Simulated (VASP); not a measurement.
# SnO (Pmn2_1) in VASP: dielectric tensor with PBEsol

Aim: the dielectric tensor of SnO with PBEsol.

Program: VASP 6.6.1. These are calculated values, not measurements. Logs are shortened: lines on timing, memory, paths and dates and some standing lists are left out, and cuts for length are marked.

### Step 1. The cell of the first run

The structure is orthorhombic, space group Pmn2_1 (No. 31). Conventional cell: a = 3.355 Å, b = 5.674 Å, c = 4.222 Å, α = 90.00°, β = 90.00°, γ = 90.00°. Sn (site symmetry m) has 3 O at 2.15 to 2.16 Å within 2.8 Å. O (site symmetry m) has 3 Sn at 2.15 to 2.16 Å within 2.8 Å.

### Step 2. Dielectric tensor, PBEsol

The input, INCAR:

```
SYSTEM = SnO
ALGO = Normal ; EDIFF = 1E-8
ENCUT = 520 ; GGA = PS
ISIF = 2 ; ISMEAR = 0
LASPH = .TRUE. ; LCHARG = .FALSE.
LEPSILON = .TRUE. ; LREAL = .FALSE.
LWAVE = .FALSE. ; NELM = 60
PREC = Accurate ; SIGMA = 0.01
```

The input, KPOINTS:

```
k-points
0
G
  6 4 5
  0 0 0
```

The input, POSCAR:

```
SnO
1.0
    3.3550050000      0.0000000000      0.0000000000
    0.0000000000      5.6741040000      0.0000000000
    0.0000000000      0.0000000000      4.2219700000
Sn O
2 2
Direct
    0.0000000000      0.2319090000      0.5131440000
    0.5000000000      0.7680910000      0.0131440000
    0.0000000000      0.8912500000      0.7368570000
    0.5000000000      0.1087500000      0.2368570000
```

Potentials or basis: VASP PAW PBE potentials, release 64 (Sn_d, O).

Command:

```bash
$ cat potpaw_PBE.64/Sn_d/POTCAR potpaw_PBE.64/O/POTCAR > POTCAR
$ mpirun -np 1 vasp_std > vasp.out
```

OUTCAR:

```text
SYSTEM = SnO
   EDIFF = 1E-8
   ENCUT = 520
   GGA = PS
   ISIF = 2
   ISMEAR = 0
   LASPH = .TRUE.
   LEPSILON = .TRUE.
   LREAL = .FALSE.
   NELM = 60
   PREC = Accurate

 ion  position               nearest neighbor table
   1  0.000  0.232  0.513-   3 2.15   4 2.16   4 2.16
   2  0.500  0.768  0.013-   4 2.15   3 2.16   3 2.16
   3  0.000  0.891  0.737-   1 2.15   2 2.16   2 2.16
   4  0.500  0.109  0.237-   2 2.15   1 2.16   1 2.16

  LATTYP: Found a simple orthorhombic cell.
 ALAT       =     3.3550050000
 B/A-ratio  =     1.2584094510
 C/A-ratio  =     1.6912356315

  Lattice vectors:

 A1 = (  -3.3550050000,   0.0000000000,   0.0000000000)
 A2 = (   0.0000000000,   0.0000000000,   4.2219700000)
 A3 = (   0.0000000000,   5.6741040000,   0.0000000000)

Analysis of symmetry for initial positions (statically):
=====================================================================
 Subroutine PRICEL returns:
 Original cell was already a primitive cell.

 Routine SETGRP: Setting up the symmetry group for a
 simple orthorhombic supercell.

 Subroutine GETGRP returns: Found  4 space group operations
 (whereof  2 operations were pure point group operations)
 out of a pool of  8 trial point group operations.

The static configuration has the point symmetry C_1h.
 The point group associated with its full space group is C_2v.

Analysis of symmetry for dynamics (positions and initial velocities):
=====================================================================
 Subroutine PRICEL returns:
 Original cell was already a primitive cell.

 Routine SETGRP: Setting up the symmetry group for a
 simple orthorhombic supercell.

 Subroutine GETGRP returns: Found  4 space group operations
 (whereof  2 operations were pure point group operations)
 out of a pool of  8 trial point group operations.

The dynamic configuration has the point symmetry C_1h.
 The point group associated with its full space group is C_2v.

 Subroutine INISYM returns: Found  4 space group operations
[... 819 lines left out ...]
 -----------------------------------------------------------------------------------
      0.00000      1.31588      2.16648         0.000000     -0.336441     -0.097135
      1.67750      4.35823      0.05549         0.000000      0.336441     -0.097135
      0.00000      5.05705      3.11099         0.000000      0.121062      0.097135
      1.67750      0.61706      1.00000         0.000000     -0.121062      0.097135
 -----------------------------------------------------------------------------------
    total drift:                                0.000000      0.000000     -0.000159

  FREE ENERGIE OF THE ION-ELECTRON SYSTEM (eV)
  ---------------------------------------------------
  free  energy   TOTEN  =       -23.7968011109 eV

  energy  without entropy=      -23.7968011109  energy(sigma->0) =      -23.79680111

 HEAD OF MICROSCOPIC STATIC DIELECTRIC TENSOR (INDEPENDENT PARTICLE, excluding Hartree and local field effects)
 ------------------------------------------------------
           8.388387     0.000000     0.000000
           0.000000     6.980066     0.000000
           0.000000     0.000000     6.696517
 ------------------------------------------------------

 Free energy of the ion-electron system (eV)
  ---------------------------------------------------
  ---------------------------------------------------
  free energy    TOTEN  =        -1.65506278 eV

  energy without entropy =       -1.65506278

------------------------ aborting loop because EDIFF is reached ----------------------------------------

--------------------------------------- Ionic step        2  -------------------------------------------

------------------------ aborting loop because EDIFF is reached ----------------------------------------

--------------------------------------- Ionic step        3  -------------------------------------------

 Free energy of the ion-electron system (eV)
  ---------------------------------------------------
  ---------------------------------------------------
  free energy    TOTEN  =        -1.22366432 eV

  energy without entropy =       -1.22366432

------------------------ aborting loop because EDIFF is reached ----------------------------------------

 PIEZOELECTRIC TENSOR FIELD DIRECTION 3  (e Angst)
 -----------------------------------------------------------------------------
     5.41682  0.00000  0.00000           (  0.26874  0.00000  0.00000)
     0.00000 -2.84824  0.00000           (  0.00000 -0.06776  0.00000)
     0.00000  0.00000  1.14927           (  0.00000  0.00000  0.13366)

 PIEZOELECTRIC TENSOR FIELD DIRECTION 3  (C/m^2)
 -----------------------------------------------------------------------------
     1.07982  0.00000  0.00000
     0.00000 -0.56778  0.00000
     0.00000  0.00000  0.22910

 MACROSCOPIC STATIC DIELECTRIC TENSOR (including local field effects in DFT)
 ------------------------------------------------------
           7.782004     0.000000     0.000000
           0.000000     6.643495     0.000000
           0.000000     0.000000     6.013388
 ------------------------------------------------------

 PIEZOELECTRIC TENSOR (including local field effects)  for field in x, y, z        (e  Angst)
          XX          YY          ZZ          XY          YZ          ZX
  --------------------------------------------------------------------------------
  x     0.00000     0.00000     0.00000     0.00000     0.00000     6.21311
  y     0.00000     0.00000     0.00000     0.00000    -1.10470     0.00000
  z     5.41682    -2.84824     1.14927     0.00000     0.00000     0.00000

 PIEZOELECTRIC TENSOR (including local field effects)  for field in x, y, z        (C/m^2)
          XX          YY          ZZ          XY          YZ          ZX
  --------------------------------------------------------------------------------
  x     0.00000     0.00000     0.00000     0.00000     0.00000     1.23855
  y     0.00000     0.00000     0.00000     0.00000    -0.22022     0.00000
  z     1.07982    -0.56778     0.22910     0.00000     0.00000     0.00000

 BORN EFFECTIVE CHARGES (including local field effects) (in |e|, cummulative output)
 ---------------------------------------------------------------------------------
 ion    1
    1     2.87080     0.00000     0.00000
    2     0.00000     2.73152     0.02427
    3     0.00000    -0.60306     2.24798
 ion    2
    1     2.87080     0.00000     0.00000
    2     0.00000     2.73152    -0.02427
    3     0.00000     0.60306     2.24798
 ion    3
    1    -2.87080     0.00000     0.00000
    2     0.00000    -2.73152     0.99608
    3     0.00000     1.47620    -2.24798
 ion    4
    1    -2.87080     0.00000     0.00000
    2     0.00000    -2.73152    -0.99608
    3     0.00000    -1.47620    -2.24798
```

stdout:

```text
POSCAR found type information on POSCAR SnO
 POSCAR found :  2 types and       4 ions
 scaLAPACK will be used
 -----------------------------------------------------------------------------
|                                                                             |
[... 103 lines left out ...]
 onal to |phi(0)> (1.319239092031910E-004,4.017619570362285E-014)
 LRF_COMMUTATOR internal error: the vector H(1)-e(1) S(1) |phi(0)> is not orthog
 onal to |phi(0)> (-1.319239093593438E-004,-8.180955912706622E-015)
 Linear response G [H, r] |phi>, progress :
  Direction:   3
 LRF_COMMUTATOR internal error: the vector H(1)-e(1) S(1) |phi(0)> is not orthog
 onal to |phi(0)> (1.463996276105800E-004,-4.113376306236205E-014)
 LRF_COMMUTATOR internal error: the vector H(1)-e(1) S(1) |phi(0)> is not orthog
 onal to |phi(0)> (1.184891521722325E-004,2.636389370702652E-014)
 LRF_COMMUTATOR internal error: the vector H(1)-e(1)
```

Run time: 15 min. Hardware: 1 thread of AMD EPYC 7R13, shared host; peak memory 0.35 GiB.

Results:

```yaml
Band_gap_on_the_k_mesh: 1.58 eV (least direct gap 2.33 eV)
Electronic_dielectric_tensor_diagonal: 7.78, 6.64, 6.01
Born_charges_mean_of_the_diagonal: Sn +2.62; O -2.62 e
```

Levels at points of the mesh, in eV from the valence-band top:
```csv
k point,band 18,band 19,band 20,band 21,band 22,band 23
"(0.00, 0.00, 0.00)",-2.64,-2.05,0.00,2.61,3.10,5.81
"(0.50, 0.00, 0.00)",-2.58,-1.25,-1.25,2.53,2.53,5.48
"(0.00, 0.50, 0.00)",-2.66,-1.59,-1.37,3.27,3.86,4.79
"(0.50, 0.50, 0.00)",-2.65,-0.91,-0.91,1.83,1.83,6.23
```

Electronic dielectric tensor:
```
7.78 0.00 0.00
0.00 6.64 0.00
0.00 0.00 6.01
```

Born effective charge tensors (e):
atom 1, Sn
```
 2.87  0.00  0.00
 0.00  2.73  0.02
 0.00 -0.60  2.25
```
atom 2, Sn
```
 2.87  0.00  0.00
 0.00  2.73 -0.02
 0.00  0.60  2.25
```
atom 3, O
```
-2.87  0.00  0.00
 0.00 -2.73  1.00
 0.00  1.48 -2.25
```
atom 4, O
```
-2.87  0.00  0.00
 0.00 -2.73 -1.00
 0.00 -1.48 -2.25
```

Caveat: spin-orbit coupling is left out, which moves the levels of the heavy elements; an odd mesh through Γ misses points on the zone boundary, where band edges can lie.
